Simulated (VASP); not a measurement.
A run of VASP 6.6.1:

INCAR

```
PREC     = Accurate       # precision mode
ENCUT    = 520            # plane-wave cutoff, eV
EDIFF    = 1E-6           # SCF threshold, eV
ISMEAR   = 0              # smearing method
SIGMA    = 0.1            # smearing width, eV
LREAL    = False          # projectors in reciprocal space
LASPH    = True           # aspherical terms in the spheres
NELM     = 100            # most SCF steps
ALGO     = Fast           # electronic algorithm
ISIF     = 2              # what is computed and relaxed
LWAVE    = False          # write WAVECAR
LCHARG   = False          # write CHGCAR
GGA      = PE             # functional
NBANDS   = 33             # bands
```

Contents of KPOINTS:

```
regular mesh
0
Gamma
  4 4 4
```

POSCAR

```
Cs4Sn
1.0
    7.4680633405      0.0000000000      0.0000000000
    0.0000000000      7.4680633405      0.0000000000
    0.0000000000      0.0000000000      7.4680633405
Cs Sn
4 1
Direct
    0.0000000000      0.0000000000      0.0000000000
    0.5000000000      0.0000000000      0.0000000000
    0.0000000000      0.5000000000      0.0000000000
    0.0000000000      0.0000000000      0.5000000000
    0.5000000000      0.5000000000      0.5000000000
```

Potentials or basis: VASP PAW PBE potentials, release 64 (Cs_sv, Sn_d).

Run with:

```console
$ cat potpaw_PBE.64/Cs_sv/POTCAR potpaw_PBE.64/Sn_d/POTCAR > POTCAR
$ mpirun -np 1 vasp_std > vasp.out
```

Hardware: 1 thread of Intel(R) Xeon(R) Platinum 8488C (Sapphire Rapids) (shared host).

Q: How long does it take, and how much memory?

A: Wall time 9.2 min on 1 thread of Intel(R) Xeon(R) Platinum 8488C (Sapphire Rapids) (shared host), peak memory 0.52 GiB. Counts: scf iterations 84, k points 10.
